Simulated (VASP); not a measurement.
# Si2Mo (P6_222) in VASP: a series of runs, part 2 of 2

VASP 6.6.1. The steps go on from the part before.

## Step 5: Relaxation of cell and atoms, PBEsol+U

This run uses another cell than the first one, of 13.31 Å³/atom.

Input file INCAR:

```
  PREC = Accurate
  ENCUT = 600
  EDIFF = 1E-7
  ISMEAR = -1
  SIGMA = 0.05
  LREAL = False
  LASPH = True
  NELM = 150
  ALGO = Normal
  ISIF = 3
  LWAVE = False
  LCHARG = False
  LMAXMIX = 4
  LDAU = True
  LDAUTYPE = 2
  LDAUL = 2 -1
  LDAUU = 2 0
  LDAUJ = 0 0
  LDAUPRINT = 1
  GGA = PS
  IBRION = 2
  NSW = 60
  EDIFFG = -0.01
```

Input file KPOINTS:

```
Automatic mesh
0
Gamma
  5 5 3
```

Input file POSCAR:

```
Si2Mo
1.0
    4.5854715599      0.0000000000      0.0000000000
   -2.2927357800      3.9711348592      0.0000000000
    0.0000000000      0.0000000000      6.5797601000
Mo Si
3 6
Direct
    0.5000000000      0.5000000000      0.8333333333
    0.0000000000      0.5000000000      0.1666666667
    0.5000000000      0.0000000000      0.5000000000
    0.1638729800      0.3277459600      0.5000000000
    0.6722540400      0.8361270200      0.1666666667
    0.8361270200      0.1638729800      0.8333333333
    0.8361270200      0.6722540400      0.5000000000
    0.3277459600      0.1638729800      0.1666666667
    0.1638729800      0.8361270200      0.8333333333
```

The run is started by

```bash
$ cat potpaw_PBE.64/Mo_sv/POTCAR potpaw_PBE.64/Si/POTCAR > POTCAR
$ mpirun -np 1 vasp_std > vasp.out
```

Wall time 4.2 min (1 thread of Intel Xeon 8259CL, shared host); peak memory 0.31 GiB.

Results (log left out):

* Free energy: -67.7385 eV
* Relaxed volume: 13.30 Å³/atom
* Relaxed cell: a = 4.586 Å, b = 4.586 Å, c = 6.574 Å, α = 90.00°, β = 90.00°, γ = 120.00°
* Space group after relaxing (to 0.1 Å): P6_222 (No. 180)
* Energy gained by relaxing: 0.0 meV/atom
* Ionic steps: 3
* Pressure after relaxing: 0.1 GPa
* Largest force after relaxing: 0.004 eV/Å
* Band gap on the k mesh: 0.76 eV (least direct gap 1.03 eV)

Forces in eV/Å, atoms in the order of the input:
```
Mo   0.000  0.000  0.000
Mo   0.000  0.000  0.000
Mo   0.000  0.000  0.000
Si   0.000  0.004  0.000
Si  -0.003 -0.002  0.000
Si  -0.003  0.002  0.000
Si   0.000 -0.004  0.000
Si   0.003  0.002  0.000
Si   0.003 -0.002  0.000
```

The path:
```csv
step,energy change (eV),largest force (eV/Å),pressure (GPa),volume (Å³)
1,0.0000,0.0124,-0.09,119.81
2,-0.0001,0.0001,0.17,119.68
3,-0.0001,0.0040,0.08,119.73
```

Final structure:
```xyz
9
Lattice="4.5859 0.0000 0.0000 -2.2930 3.9715 0.0000 0.0000 0.0000 6.5737" Properties=species:S:1:pos:R:3 pbc="T T T"
Mo    1.1465    1.9858    5.4781
Mo   -1.1465    1.9858    1.0956
Mo    2.2930    0.0000    3.2868
Si    0.0000    1.3020    3.2868
Si    1.1653    3.3205    1.0956
Si    3.4583    0.6510    5.4781
Si    2.2930    2.6695    3.2868
Si    1.1276    0.6510    1.0956
Si   -1.1653    3.3205    5.4781
```

Levels at points of the mesh, in eV from the valence-band top:
| k point | band 30 | band 31 | band 32 | band 33 | band 34 | band 35 | band 36 | band 37 |
| --- | --- | --- | --- | --- | --- | --- | --- | --- |
| (0.00, 0.00, 0.00) | -2.62 | -2.31 | -1.73 | -0.49 | 2.55 | 2.77 | 2.77 | 2.89 |

Eigenvalues of the final occupation matrices:
```csv
site,spin,trace,eigenvalues
site 1 d,1,2.13,0.34 0.39 0.44 0.45 0.51
site 1 d,2,2.13,0.34 0.39 0.44 0.45 0.51
site 2 d,1,2.13,0.34 0.39 0.44 0.45 0.51
site 2 d,2,2.13,0.34 0.39 0.44 0.45 0.51
site 3 d,1,2.13,0.34 0.39 0.44 0.45 0.51
site 3 d,2,2.13,0.34 0.39 0.44 0.45 0.51
```

Caveat: the PAW data sets were made with another functional, which shifts forces and pressure a little; the U is typed as a test and isn't derived for this compound. A k mesh can miss the band edges.

## Step 6: Relaxation of cell and atoms, PBEsol+U

This run uses another cell than the first one, of 13.31 Å³/atom.

Input file INCAR:

```
PREC     = Accurate       # precision mode
ENCUT    = 500            # plane-wave cutoff, eV
EDIFF    = 1E-7           # SCF threshold, eV
ISMEAR   = -1             # smearing method
SIGMA    = 0.05           # smearing width, eV
LREAL    = F              # projectors in reciprocal space
LASPH    = T              # aspherical terms in the spheres
NELM     = 200            # most SCF steps
ALGO     = Normal         # electronic algorithm
ISIF     = 3              # what is computed and relaxed
LWAVE    = F              # write WAVECAR
LCHARG   = F              # write CHGCAR
LMAXMIX  = 4              # l up to which the mixer works
LDAU     = T              # DFT+U
LDAUTYPE = 2            
LDAUL    = 2 -1           # shell
LDAUU    = 5 0            # U, eV
LDAUJ    = 0 0          
LDAUPRINT= 1            
GGA      = PS             # functional
IBRION   = 2              # ionic algorithm
NSW      = 60             # ionic steps
EDIFFG   = -0.01          # ionic threshold
GGA_COMPAT= F            
NELMIN   = 4
```

Input file KPOINTS:

```
regular mesh
0
Gamma
  7 7 4
```

POSCAR is that of step 5.

Potentials or basis: VASP PAW PBE potentials, release 64 (Mo_sv, Si).

The run is started by

```bash
$ cat potpaw_PBE.64/Mo_sv/POTCAR potpaw_PBE.64/Si/POTCAR > POTCAR
$ mpirun -np 1 vasp_std > vasp.out
```

Run time: 3.8 min. Hardware: 1 thread of Intel Xeon 6975P-C (Granite Rapids), shared host; peak memory 0.29 GiB.

It converged, with:

```
Free energy                           : -56.9461 eV
Relaxed volume                        : 13.44 Å³/atom
Relaxed cell                          : a = 4.605 Å, b = 4.605 Å, c = 6.585 Å, α = 90.00°, β = 90.00°, γ = 120.00°
Space group after relaxing (to 0.1 Å) : P6_222 (No. 180)
Energy gained by relaxing             : 0.9 meV/atom
Ionic steps                           : 5
Pressure after relaxing               : 0.0 GPa
Largest force after relaxing          : 0.010 eV/Å
Band gap on the k mesh                : 0.71 eV (least direct gap 1.07 eV)
```

Forces on the atoms (eV/Å):
```
Mo   0.000  0.000  0.000
Mo   0.000  0.000  0.000
Mo   0.000  0.000  0.000
Si   0.000 -0.010  0.000
Si   0.008  0.005  0.000
Si   0.008 -0.005  0.000
Si   0.000  0.010  0.000
Si  -0.008 -0.005  0.000
Si  -0.008  0.005  0.000
```

Stress tensor (GPa, compression positive):
```
-0.03  0.00  0.00
 0.00 -0.03  0.00
 0.00  0.00  0.06
```

The path:
| step | energy change (eV) | largest force (eV/Å) | pressure (GPa) | volume (Å³) |
| --- | --- | --- | --- | --- |
| 1 | 0.0000 | 0.0534 | 1.94 | 119.81 |
| 2 | 0.0077 | 0.0128 | -2.85 | 122.63 |
| 3 | -0.0072 | 0.0362 | -0.08 | 120.96 |
| 4 | -0.0077 | 0.0139 | -0.01 | 120.94 |
| 5 | -0.0077 | 0.0098 | 0.00 | 120.93 |

Final structure:
```xyz
9
Lattice="4.6051 0.0000 0.0000 -2.3025 3.9881 0.0000 0.0000 0.0000 6.5848" Properties=species:S:1:pos:R:3 pbc="T T T"
Mo    1.1513    1.9941    5.4873
Mo   -1.1513    1.9941    1.0975
Mo    2.3025    0.0000    3.2924
Si    0.0000    1.3041    3.2924
Si    1.1731    3.3361    1.0975
Si    3.4757    0.6521    5.4873
Si    2.3025    2.6840    3.2924
Si    1.1294    0.6521    1.0975
Si   -1.1731    3.3361    5.4873
```

Levels at points of the mesh, in eV from the valence-band top:
```csv
k point,band 30,band 31,band 32,band 33,band 34,band 35,band 36,band 37
"(0.00, 0.00, 0.00)",-2.61,-2.44,-1.92,-0.81,2.55,2.55,2.66,2.69
"(0.00, 0.00, 0.50)",-2.04,-1.94,-0.61,-0.61,2.05,2.61,2.61,2.65
```

Eigenvalues of the final occupation matrices:
```csv
site,spin,trace,eigenvalues
site 1 d,1,2.10,0.31 0.37 0.44 0.45 0.53
site 1 d,2,2.10,0.31 0.37 0.44 0.45 0.53
site 2 d,1,2.10,0.31 0.37 0.44 0.45 0.53
site 2 d,2,2.10,0.31 0.37 0.44 0.45 0.53
site 3 d,1,2.10,0.31 0.37 0.44 0.45 0.53
site 3 d,2,2.10,0.31 0.37 0.44 0.45 0.53
```

Caveat: the PAW data sets were made with another functional, which shifts forces and pressure a little; the U is typed as a test and isn't derived for this compound. A k mesh can miss the band edges.

## Step 7: The runs side by side

| task | level | U | cell | k mesh | cutoff (eV) | smearing | gap on the mesh (eV) | pressure (GPa) | relaxed volume (Å³/atom) | largest force (eV/Å) |
| --- | --- | --- | --- | --- | --- | --- | --- | --- | --- | --- |
| single point | PBEsol+U | Mo d U = 2.0 eV | a = 4.572, b = 4.572, c = 6.557 Å, angles 90.0, 90.0, 120.0°, 9 atoms, atomic positions A | 5 × 5 × 3 | 520 | fermi-dirac 0.05 eV | 0.77 | 2.1 | - | 0.03 |
| single point | PBE | - | a = 4.585, b = 4.585, c = 6.580 Å, angles 90.0, 90.0, 120.0°, 9 atoms, atomic positions B | 7 × 7 × 4 | 520 | gaussian 0.013 eV | 0.27 | 3.7 | - | 0.01 |
| single point | PBE | - | a = 4.585, b = 4.585, c = 6.580 Å, angles 90.0, 90.0, 120.0°, 9 atoms, atomic positions B | 7 × 7 × 4 | 520 | gaussian 0.014 eV | 0.27 | 3.7 | - | 0.01 |
| relaxation of cell and atoms | PBEsol+U | Mo d U = 2.0 eV | relaxed from a = 4.585, b = 4.585, c = 6.580 Å, angles 90.0, 90.0, 120.0°, 9 atoms, atomic positions B | 5 × 5 × 3 | 600 | fermi-dirac 0.05 eV | 0.76 | 0.1 | 13.30 | - |
| relaxation of cell and atoms | PBEsol+U | Mo d U = 5.0 eV | relaxed from a = 4.585, b = 4.585, c = 6.580 Å, angles 90.0, 90.0, 120.0°, 9 atoms, atomic positions B | 7 × 7 × 4 | 500 | fermi-dirac 0.05 eV | 0.71 | 0.0 | 13.44 | 0.01 |

Alike in all rows: potentials or basis VASP PAW PBE potentials, release 64 (Mo_sv, Si); no spin polarisation.

Caveats: the PAW data sets were made with another functional, which shifts forces and pressure a little (at least some runs); the U is typed as a test and isn't derived for this compound (at least some runs); the cell stands under pressure (at least some runs).

Total energies depend on the potentials used, so only differences within one code and one set of settings carry meaning.
